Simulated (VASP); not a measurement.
CsSnI3:

```
Cs Sn I
1.0
     6.20570    0.00000    0.00000
     0.00000    6.20570    0.00000
     0.00000    0.00000    6.20570
Cs Sn I
1 1 3
Cartesian
  0.0000 0.0000 0.0000
  3.1029 3.1029 3.1029
  0.0000 3.1029 3.1029
  3.1029 0.0000 3.1029
  3.1029 3.1029 0.0000
```

```yaml
Program: VASP 6.6.1
Task: relaxation of cell and atoms
Functional: PBE
Potentials_or_basis: VASP PAW PBE potentials, release 64 (Cs_sv, Sn_d, I)
Cutoff: 600 eV
k_mesh: 4 × 4 × 4
Occupations: fermi-dirac, width 0.02 eV
Spin: no spin polarisation
```

At the start: pressure 0.8 GPa; volume 47.80 Å³/atom.

How do energy, volume and symmetry change on relaxing?

Over 3 steps the energy falls by 5.6 meV/atom and the volume is 50.12 Å³/atom (+4.9 %); space group Pm-3m (No. 221, to 0.1 Å) before and after.

The path:
```csv
step,energy change (eV),largest force (eV/Å),pressure (GPa),volume (Å³)
1,0.0000,0.0000,0.81,238.99
2,-0.0262,0.0000,0.19,247.48
3,-0.0280,0.0000,-0.01,250.62
```

Final structure:
```
Cs Sn I
1.0
     6.30479    0.00000    0.00000
     0.00000    6.30479    0.00000
     0.00000    0.00000    6.30479
Cs Sn I
1 1 3
Direct
  0.00000 0.00000 0.00000
  0.50000 0.50000 0.50000
  0.00000 0.50000 0.50000
  0.50000 0.00000 0.50000
  0.50000 0.50000 0.00000
```
